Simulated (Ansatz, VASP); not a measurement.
Ga2P: VASP beside Ansatz

```
CELL_PARAMETERS angstrom
3.71564 0.00000 0.00000
0.00000 3.71564 0.00000
0.00000 0.00000 7.90259
ATOMIC_POSITIONS crystal
Ga 0.50000 0.50000 0.00000
Ga 0.00000 0.00000 0.00000
Ga 0.50000 0.00000 0.36233
Ga 0.00000 0.50000 0.63767
P 0.50000 0.00000 0.68143
P 0.00000 0.50000 0.31857
```

Change from the starting cell: species swapped into the Mn2Sb type (P4/nmm, No. 129).

Alike in both runs: functional PBE; k mesh 6 × 6 × 2; occupations gaussian, width 0.1 eV; no spin polarisation.

Ansatz relaxed the structure, and its values are those at the end. VASP's run is a single point on that final structure, the one shown.

|  | VASP | Ansatz |
| --- | --- | --- |
| version | VASP 6.6.1 | Ansatz 0.2.0 |
| potentials or method | VASP PAW PBE potentials, release 64 (Ga_d, P), cutoff 520 eV | scalar-relativistic, plane waves, PAW |
| valence electrons in the cell | 62 | 62 |

Ansatz gave:

* gap on the k mesh at the Fermi level (eV): none
* pressure (GPa): 0.0
* rms of the force components (eV/Å): 0.006

Q: Estimate VASP's values.

A: gap on the k mesh at the Fermi level (eV): none; pressure (GPa): 0.0; rms of the force components (eV/Å): 0.007.

A gap of «none» marks a metal or a gap that the smearing closes.

The k mesh is coarse, so the values compare programs but aren't converged.
